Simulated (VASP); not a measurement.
Set up this calculation in VASP 6.6.1, as the native input.

| Property | Result |
| --- | --- |
| Task | single point |
| Functional | r2SCAN |
| Potentials or basis | VASP PAW PBE potentials, release 64 (Zn) |
| Cutoff | 520 eV |
| k mesh | 24 × 24 × 10 |
| Occupations | gaussian, width 0.1 eV |
| Spin | no spin polarisation |
| Dipole correction | no |
| Further INCAR settings | ALGO = Normal; EDIFF = 1e-06; NBANDS = 19 |

Zn:

```
Zn
1.0
     2.67312    0.00000    0.00000
    -1.33656    2.31499    0.00000
     0.00000    0.00000    4.90087
Zn
2
Direct
  0.33333 0.66667 0.25000
  0.66667 0.33333 0.75000
```

This cell differs from its parent crystal: biaxial strain in the a-b plane: +3.0 %.

One way to write it, as run:

POSCAR

```
Zn
1.0
    2.6731164369      0.0000000000      0.0000000000
   -1.3365582185      2.3149867417      0.0000000000
    0.0000000000      0.0000000000      4.9008732098
Zn
2
Direct
    0.3333333333      0.6666666667      0.2500000000
    0.6666666667      0.3333333333      0.7500000000
```

INCAR.step1

```
  ALGO = Normal
  EDIFF = 1E-4
  ENCUT = 520
  GGA = PE
  ISMEAR = 0
  LASPH = T
  LCHARG = F
  LREAL = F
  LWAVE = T
  NBANDS = 19
  NELM = 60
  PREC = Accurate
  SIGMA = 0.1
```

INCAR.step2

```
  ALGO = Normal
  EDIFF = 1E-6
  ENCUT = 520
  ISIF = 2
  ISMEAR = 0
  ISTART = 1
  LASPH = T
  LCHARG = F
  LMIXTAU = T
  LREAL = F
  LWAVE = F
  METAGGA = R2SCAN
  NBANDS = 19
  NELM = 60
  PREC = Accurate
  SIGMA = 0.1
```

KPOINTS

```
k-points
0
Gamma
  24 24 10
```

Potentials or basis: VASP PAW PBE potentials, release 64 (Zn).

Launch:

```bash
$ cat potpaw_PBE.64/Zn/POTCAR > POTCAR
$ cp INCAR.step1 INCAR
$ mpirun -np 1 vasp_std > vasp.out
$ cp INCAR.step2 INCAR
$ mpirun -np 1 vasp_std > vasp.out
```

It gave:

```yaml
Pressure: -4.1 GPa
Band_gap_on_the_k_mesh: zero (bands 12 and 13 overlap by 4.38 eV)
```

Caveat: the cell differs from its parent crystal (biaxial strain in the a-b plane: +3.0 %); the cell stands under tension; the PAW data sets were made with another functional, which shifts forces and pressure a little.

It took 9.9 min on 1 thread of Intel(R) Xeon(R) Platinum 8259CL CPU @ 2.50GHz (Skylake/Cascade Lake), with other jobs on the host, peak memory 0.28 GiB.
